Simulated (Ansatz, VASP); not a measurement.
## SnO: VASP beside Ansatz

```
Sn O
1.0
     3.81370    0.00000    0.00000
     0.00000    3.81370    0.00000
     0.00000    0.00000    4.88691
Sn O
2 2
Direct
  0.00000 0.50000 0.25584
  0.50000 0.00000 0.76463
  0.50000 0.50000 0.00000
  0.00000 0.00000 0.00000
```

Alike in both runs: task single point; functional LDA; k mesh 9 × 9 × 7; occupations fermi-dirac, width 0.05 eV; no spin polarisation.

```csv
,VASP,Ansatz
version,VASP 6.6.1,Ansatz 0.2.0
potentials or method,"VASP PAW LDA potentials, release 64 (Sn_d, O), cutoff 520 eV","all-electron LAPW, scalar-relativistic"
```

Ansatz gave:

| Quantity | Value |
| --- | --- |
| pressure (GPa) | -6.2 |
| traceless stress, the component that is largest in VASP (GPa) | -1.11 |
| rms of the force components (eV/Å) | 0.484 |

Problem. Which values does VASP return?

Solution. Pressure (GPa): -5.9; traceless stress, the component that is largest in VASP (GPa): -1.07; rms of the force components (eV/Å): 0.447.

LDA's correlation is that of Perdew and Zunger in VASP and of Perdew and Wang (1992) in Ansatz. Atom by atom the forces differ by 0.040 eV/Å (rms over components). Ansatz ran all-electron here, and VASP with PAW potentials.
